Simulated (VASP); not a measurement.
# CsPbCl3 (Pm-3m) in VASP: notebook

Aim: see how the results for CsPbCl3 move with the level of theory and the settings. Levels: b88 exchange, pbe correlation, PBE. Tasks: single point.

Program: VASP 6.6.1. These are calculated values, not measurements. Logs are shortened: lines on timing, memory, paths and dates and some standing lists are left out, and cuts for length are marked.

**1. The cell of the first run**

Symmetry: Pm-3m, No. 221, cubic system. Conventional cell: a = 5.715 Å, b = 5.715 Å, c = 5.715 Å, α = 90.00°, β = 90.00°, γ = 90.00°. Within 3.8 Å of Pb (site symmetry m-3m) lie 6 Cl at 2.86 Å. Cs (site symmetry m-3m) has 12 Cl at 4.04 Å and 8 Pb at 4.95 Å within 5.3 Å. Cl (site symmetry 4/mmm) has 2 Pb at 2.86 Å within 3.8 Å.

**2. Single point, b88 exchange, pbe correlation**

Input file INCAR:

```
PREC = Accurate ; ENCUT = 500
EDIFF = 1E-6 ; ISMEAR = -1
SIGMA = 0.05 ; LREAL = False
LASPH = True ; NELM = 120
ALGO = Normal ; ISIF = 2
LWAVE = False ; LCHARG = True
GGA = LIBXC ; LIBXC1 = GGA_X_B88
LIBXC2 = GGA_C_PBE ; LELF = True
LVHAR = True ; NBANDS = 30
GGA_COMPAT = False
```

Input file KPOINTS:

```
Automatic mesh
0
Gamma
  5 5 5
```

Input file POSCAR:

```
CsPbCl3
1.0
    5.7149298697      0.0000000000      0.0000000000
    0.0000000000      5.7149298697      0.0000000000
    0.0000000000      0.0000000000      5.7149298697
Pb Cs Cl
1 1 3
Direct
    0.5000000000      0.5000000000      0.5000000000
    0.0000000000      0.0000000000      0.0000000000
    0.5000000000      0.0000000000      0.5000000000
    0.0000000000      0.5000000000      0.5000000000
    0.5000000000      0.5000000000      0.0000000000
```

Potentials or basis: VASP PAW PBE potentials, release 64 (Pb_d, Cs_sv, Cl).

Command:

```sh
> cat potpaw_PBE.64/Pb_d/POTCAR potpaw_PBE.64/Cs_sv/POTCAR potpaw_PBE.64/Cl/POTCAR > POTCAR
> mpirun -np 1 vasp_std > vasp.out
```

OUTCAR:

```text
PREC = Accurate
   ENCUT = 500
   EDIFF = 1E-6
   ISMEAR = -1
   LREAL = False
   LASPH = True
   NELM = 120
   ISIF = 2
   GGA = LIBXC

 ion  position               nearest neighbor table
   1  0.500  0.500  0.500-   3 2.86   4 2.86   5 2.86   5 2.86   3 2.86   4 2.86
   2  0.000  0.000  0.000-
   3  0.500  0.000  0.500-   1 2.86   1 2.86
   4  0.000  0.500  0.500-   1 2.86   1 2.86
   5  0.500  0.500  0.000-   1 2.86   1 2.86

  LATTYP: Found a simple cubic cell.
 ALAT       =     5.7149298697

  Lattice vectors:

 A1 = (   5.7149298697,   0.0000000000,   0.0000000000)
 A2 = (   0.0000000000,   5.7149298697,   0.0000000000)
 A3 = (   0.0000000000,   0.0000000000,   5.7149298697)

Analysis of symmetry for initial positions (statically):
=====================================================================
 Subroutine PRICEL returns:
 Original cell was already a primitive cell.

 Routine SETGRP: Setting up the symmetry group for a
 simple cubic supercell.

 Subroutine GETGRP returns: Found 48 space group operations
 (whereof 48 operations were pure point group operations)
 out of a pool of 48 trial point group operations.

The static configuration has the point symmetry O_h .

Analysis of symmetry for dynamics (positions and initial velocities):
=====================================================================
 Subroutine PRICEL returns:
 Original cell was already a primitive cell.

 Routine SETGRP: Setting up the symmetry group for a
 simple cubic supercell.

 Subroutine GETGRP returns: Found 48 space group operations
 (whereof 48 operations were pure point group operations)
 out of a pool of 48 trial point group operations.

The dynamic configuration has the point symmetry O_h .

 Subroutine INISYM returns: Found 48 space group operations
 (whereof 48 operations are pure point group operations),
 and found     1 'primitive' translations

----------------------------------------------------------------------------------------

                                     Primitive cell

  volume of cell :     186.6520

  direct lattice vectors                    reciprocal lattice vectors
     5.714929870  0.000000000  0.000000000     0.174980275  0.000000000  0.000000000
     0.000000000  5.714929870  0.000000000     0.000000000  0.174980275  0.000000000
     0.000000000  0.000000000  5.714929870     0.000000000  0.000000000  0.174980275

  length of vectors
     5.714929870  5.714929870  5.714929870     0.174980275  0.174980275  0.174980275

  position of ions in fractional coordinates (direct lattice)
     0.500000000  0.500000000  0.500000000
     0.000000000  0.000000000  0.000000000
     0.500000000  0.000000000  0.500000000
     0.000000000  0.500000000  0.500000000
     0.500000000  0.500000000  0.000000000

  ion indices of the primitive-cell ions
   primitive index   ion index
                 1           1
                 2           2
                 3           3
                 4           4
                 5           5

----------------------------------------------------------------------------------------

 KPOINTS: Automatic mesh

Automatic generation of k-mesh.
 Grid dimensions read from file:
 generate k-points for:    5    5    5

 Generating k-lattice:

  Cartesian coordinates                     Fractional coordinates (reciprocal lattice)
     0.034996055  0.000000000  0.000000000     0.200000000  0.000000000  0.000000000
     0.000000000  0.034996055  0.000000000     0.000000000  0.200000000  0.000000000
     0.000000000  0.000000000  0.034996055     0.000000000  0.000000000  0.200000000

  Length of vectors
     0.034996055  0.034996055  0.034996055

  Shift w.r.t. Gamma in fractional coordinates (k-lattice)
     0.000000000  0.000000000  0.000000000

 Subroutine IBZKPT returns following result:
 ===========================================

 Found     10 irreducible k-points:

 Following reciprocal coordinates:
            Coordinates               Weight
  0.000000  0.000000  0.000000      1.000000
  0.200000  0.000000  0.000000      6.000000
  0.400000  0.000000  0.000000      6.000000
  0.200000  0.200000  0.000000     12.000000
  0.400000  0.200000  0.000000     24.000000
  0.400000  0.400000  0.000000     12.000000
  0.200000  0.200000  0.200000      8.000000
  0.400000  0.200000  0.200000     24.000000
  0.400000  0.400000  0.200000     24.000000
  0.400000  0.400000  0.400000      8.000000
   k-points           NKPTS =     10   k-points in BZ     NKDIM =     10   number of bands    NBANDS=     30
   number of dos      NEDOS =    301   number of ions     NIONS =      5
   total plane-waves  NPLWV =  74088
   dimension x,y,z NGX =    42 NGY =   42 NGZ =   42
   dimension x,y,z NGXF=    84 NGYF=   84 NGZF=   84
   ions per type =               1   1   3
   NGX,Y,Z   is equivalent  to a cutoff of  12.22, 12.22, 12.22 a.u.
   NGXF,Y,Z  is equivalent  to a cutoff of  24.44, 24.44, 24.44 a.u.
 SYSTEM =  unknown system
   PREC   = accura    normal or accurate (medium, high low for compatibility)
   ISTART =      0    job   : 0-new  1-cont  2-samecut
   ICHARG =      2    charge: 1-file 2-atom 10-const
   ISPIN  =      1    spin polarized calculation?
   LNONCOLLINEAR =      F non collinear calculations
   LSORBIT =      F    spin-orbit coupling
   LASPH  =      T    aspherical Exc in radial PAW
   ENCUT  =  500.0 eV  36.75 Ry    6.06 a.u.  10.42 10.42 10.42*2*pi/ulx,y,z
   NELM   =    120;   NELMIN=  2; NELMDL= -5     # of ELM steps
   EDIFF  = 0.1E-05   stopping-criterion for ELM
   LREAL  =      F    real-space projection
   EDIFFG = 0.1E-04   stopping-criterion for IOM
   NSW    =      0    number of steps for IOM
   IBRION =     -1    ionic relax: 0-MD 1-quasi-New 2-CG
   NFREE  =      0    steps in history (QN), initial steepest desc. (CG)
   ISIF   =      2    stress and relaxation
   ISYM   =      2    0-nonsym 1-usesym 2-fastsym
   POTIM  = 0.5000    time-step for ionic-motion
   TEBEG  =    0.0;   TEEND  =   0.0 temperature during run
   PSTRESS=    0.0 pullay stress
   NELECT =      44.0000    total number of electrons
   NUPDOWN=      -1.0000    fix difference up-down
   EMIN   =  10.00;   EMAX   =-10.00  energy-range for DOS
   EFERMI =   0.00;   METHOD = LEGACY
   ISMEAR =    -1;   SIGMA  =   0.05  broadening in eV -4-tet -1-fermi 0-gaus
   EFERMI_NEDOS =   21; number of points for ismear=-14 and -15
   IALGO  =     38    algorithm
   IMIX   =      4    mixing-type and parameters
     AMIX     =   0.40;   BMIX     =  1.00
     AMIX_MAG =   1.60;   BMIX_MAG =  1.00
  volume/ion in A,a.u.               =      37.33       251.92
  Fermi-wavevector in a.u.,A,eV,Ry     =   1.011303  1.911086 13.915150  1.022735
  Thomas-Fermi vector in A             =   2.144345
   LORBIT       =      0    0 simple, 1 ext, 2 COOP (PROOUT), +10 PAW based schemes
   GGA     = LIBXC    functional components
   LHFCALC =     F    Hartree Fock is set to
   AEXX    =    0.0000 exact exchange contribution
   IVDW    =     0    specifies the selected vdW correction
   LEPSILON=     F    determine dielectric tensor
   LRPA    =     F    only Hartree local field effects (RPA)
 non-spin polarized calculation
  energy-cutoff  :      500.00
  volume of cell :      186.65
 maximum number of plane-waves:      4765
 NGX is ok and might be reduce to    42
   NGX = 21   NGY = 21   NGZ = 21

 number of electron      44.0000016 magnetization

 Free energy of the ion-electron system (eV)
  ---------------------------------------------------
  ext. energy  EPLUGINS =         0.00000000
  ---------------------------------------------------
  free energy    TOTEN  =       -16.92719021 eV

  energy without entropy =      -16.92719021  energy(sigma->0) =      -16.92719021

 E-fermi :   1.6102     XC(G=0):  -7.4626

 val. band max:        0.5445234880   @ k =   0.4000   0.4000   0.4000
 cond. band min:       3.6410964502   @ k =   0.4000   0.4000   0.4000
 fundamental gap:      3.0965729622
 Fermi energy:         1.6102123974

 k-point     1 :       0.0000    0.0000    0.0000
  band No.  band energies     occupation
      1     -20.0535      2.00000
      2     -15.4889      2.00000
      3     -15.4889      2.00000
      4     -15.3207      2.00000
      5     -15.3207      2.00000
      6     -15.3207      2.00000
[... 22 lines left out ...]
     29       7.1399      0.00000
     30       7.1399      0.00000

 k-point     2 :       0.2000    0.0000    0.0000
  band No.  band energies     occupation
      1     -20.0531      2.00000
      2     -15.4889      2.00000
      3     -15.4635      2.00000
      4     -15.3211      2.00000
      5     -15.3211      2.00000
      6     -15.3207      2.00000
[... 22 lines left out ...]
     29       6.8641      0.00000
     30       7.3999      0.00000

 k-point     3 :       0.4000    0.0000    0.0000
  band No.  band energies     occupation
      1     -20.0523      2.00000
      2     -15.4888      2.00000
      3     -15.4211      2.00000
      4     -15.3217      2.00000
      5     -15.3217      2.00000
      6     -15.3207      2.00000
[... 22 lines left out ...]
     29       7.1534      0.00000
     30       8.0325      0.00000

 k-point     4 :       0.2000    0.2000    0.0000
  band No.  band energies     occupation
      1     -20.0526      2.00000
      2     -15.4764      2.00000
      3     -15.4498      2.00000
      4     -15.3214      2.00000
      5     -15.3210      2.00000
      6     -15.3210      2.00000
[... 154 lines left out ...]
     29       7.5557      0.00000
     30       7.7483      0.00000

 k-point     9 :       0.4000    0.4000    0.2000
  band No.  band energies     occupation
      1     -20.0508      2.00000
      2     -15.4283      2.00000
      3     -15.3802      2.00000
      4     -15.3226      2.00000
      5     -15.3220      2.00000
      6     -15.3220      2.00000
[... 22 lines left out ...]
     29       7.5356      0.00000
     30       7.5717      0.00000

 k-point    10 :       0.4000    0.4000    0.4000
  band No.  band energies     occupation
      1     -20.0502      2.00000
      2     -15.3802      2.00000
      3     -15.3802      2.00000
      4     -15.3226      2.00000
      5     -15.3226      2.00000
      6     -15.3226      2.00000
[... 22 lines left out ...]
     29       7.1387      0.00000
     30       8.0078      0.00000

------------------------ aborting loop because EDIFF is reached ----------------------------------------

  FORCE on cell =-STRESS in cart. coord.  units (eV):
  Direction    XX          YY          ZZ          XY          YZ          ZX
  --------------------------------------------------------------------------------------
  -------------------------------------------------------------------------------------
  Total        0.4609412      0.4609412      0.4609412      0.0000000     -0.0000000      0.0000000
  in kB        3.9566115      3.9566115      3.9566115      0.0000000     -0.0000000      0.0000000
  external PRESSURE =       3.9566115 kB  Pullay stress =       0.0000000 kB

 VOLUME and BASIS-vectors are now :
 -----------------------------------------------------------------------------
  energy-cutoff  :      500.00
  volume of cell :      186.65
      direct lattice vectors                 reciprocal lattice vectors
     5.714929870  0.000000000  0.000000000     0.174980275  0.000000000  0.000000000
     0.000000000  5.714929870  0.000000000     0.000000000  0.174980275  0.000000000
     0.000000000  0.000000000  5.714929870     0.000000000  0.000000000  0.174980275

 POSITION                                       TOTAL-FORCE (eV/Angst)
 -----------------------------------------------------------------------------------
      2.85746      2.85746      2.85746         0.000000      0.000000      0.000000
      0.00000      0.00000      0.00000         0.000000      0.000000      0.000000
      2.85746      0.00000      2.85746         0.000000      0.000000      0.000000
      0.00000      2.85746      2.85746         0.000000      0.000000      0.000000
      2.85746      2.85746      0.00000         0.000000      0.000000      0.000000
 -----------------------------------------------------------------------------------
    total drift:                                0.000000     -0.000000     -0.000000

  FREE ENERGIE OF THE ION-ELECTRON SYSTEM (eV)
  ---------------------------------------------------
  free  energy   TOTEN  =       -16.9271902119 eV

  energy  without entropy=      -16.9271902119  energy(sigma->0) =      -16.92719021
```

It took 45 s on 1 thread of Intel Xeon 6975P-C (Granite Rapids), shared host; peak memory 0.26 GiB.

Results:

| Quantity | Value |
| --- | --- |
| Free energy | -16.9272 eV |
| Pressure | 0.4 GPa |
| Band gap on the k mesh | 3.10 eV |

Levels at points of the mesh, in eV from the valence-band top:
```
           k point  band 20  band 21  band 22  band 23  band 24  band 25
(0.00, 0.00, 0.00)    -1.59    -1.59    -1.59     4.37     5.41     5.41
```

Caveat: the PAW data sets were made with another functional, which shifts forces and pressure a little; spin-orbit coupling is left out, which moves the levels of the heavy elements; an odd mesh through Γ misses points on the zone boundary, where band edges can lie.

**3. Single point, PBE (34.51 Å³/atom)**

This run uses another cell than the first one, of 34.51 Å³/atom.

Input file INCAR:

```
SYSTEM = CsPbCl3
  ALGO = Normal
  EDIFF = 1E-6
  ENCUT = 520
  GGA = PE
  ISIF = 2
  ISMEAR = -1
  LASPH = .TRUE.
  LCHARG = .FALSE.
  LREAL = .FALSE.
  LWAVE = .FALSE.
  NBANDS = 30
  NELM = 60
  PREC = Accurate
  SIGMA = 0.05
```

Input file KPOINTS:

```
k-points
0
G
  5 5 5
  0 0 0
```

Changes to POSCAR since step 2:

```diff
@@ -2,5 +2,5 @@
 1.0
-    5.7149298697      0.0000000000      0.0000000000
-    0.0000000000      5.7149298697      0.0000000000
-    0.0000000000      0.0000000000      5.7149298697
+    5.5673814169      0.0000000000      0.0000000000
+    0.0000000000      5.5673814169      0.0000000000
+    0.0000000000      0.0000000000      5.5673814169
 Pb Cs Cl
```

Potentials or basis: VASP PAW PBE potentials, release 64 (Pb_d, Cs_sv, Cl).

Command:

```sh
> cat potpaw_PBE.64/Pb_d/POTCAR potpaw_PBE.64/Cs_sv/POTCAR potpaw_PBE.64/Cl/POTCAR > POTCAR
> mpirun -np 1 vasp_std > vasp.out
```

Wall time 41 s (1 thread of Intel Xeon Platinum 8259CL at 2.50GHz (Skylake/Cascade Lake), shared host); peak memory 0.27 GiB.

The run converged. Its results:

| Item | Value |
| --- | --- |
| Free energy | -17.4627 eV |
| Pressure | 2.3 GPa |
| Band gap on the k mesh | 2.92 eV |

Levels at points of the mesh, in eV from the valence-band top:
```csv
k point,band 20,band 21,band 22,band 23,band 24,band 25
"(0.00, 0.00, 0.00)",-2.07,-2.07,-2.07,3.87,4.76,4.76
```

Caveat: spin-orbit coupling is left out, which moves the levels of the heavy elements; an odd mesh through Γ misses points on the zone boundary, where band edges can lie.
